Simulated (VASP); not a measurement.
Input of a VASP 6.6.1 run:

INCAR

```
PREC = Accurate
ENCUT = 520
EDIFF = 1E-6
ISMEAR = 0
SIGMA = 0.15
LREAL = F
LASPH = T
NELM = 80
ALGO = Fast
ISIF = 2
LWAVE = F
LCHARG = F
GGA = PS
NBANDS = 17
```

The input KPOINTS:

```
Automatic mesh
0
Gamma
  18 18 10
```

POSCAR

```
Pt
1.0
    2.5980000000      0.0000000000      0.0000000000
   -1.2990000000      2.2499339990      0.0000000000
    0.0000000000      0.0000000000      4.4716000000
Pt
2
Direct
    0.6666666667      0.3333333333      0.7500000000
    0.3333333333      0.6666666667      0.2500000000
```

Potentials or basis: VASP PAW PBE potentials, release 64 (Pt).

The run is started by

```console
$ cat potpaw_PBE.64/Pt/POTCAR > POTCAR
$ mpirun -np 1 vasp_std > vasp.out
```

Predict the pressure.

61.0 GPa.

Predict the band gap on the k mesh.

zero (bands 10 and 11 overlap by 1.78 eV).

Stress tensor (GPa, compression positive):
```
63.05  0.00  0.00
 0.00 63.05  0.00
 0.00  0.00 56.83
```

Caveat: the stress differs along the axes, from 57 to 63 GPa; the PAW data sets were made with another functional, which shifts forces and pressure a little; spin-orbit coupling is left out, which moves the levels of the heavy elements.
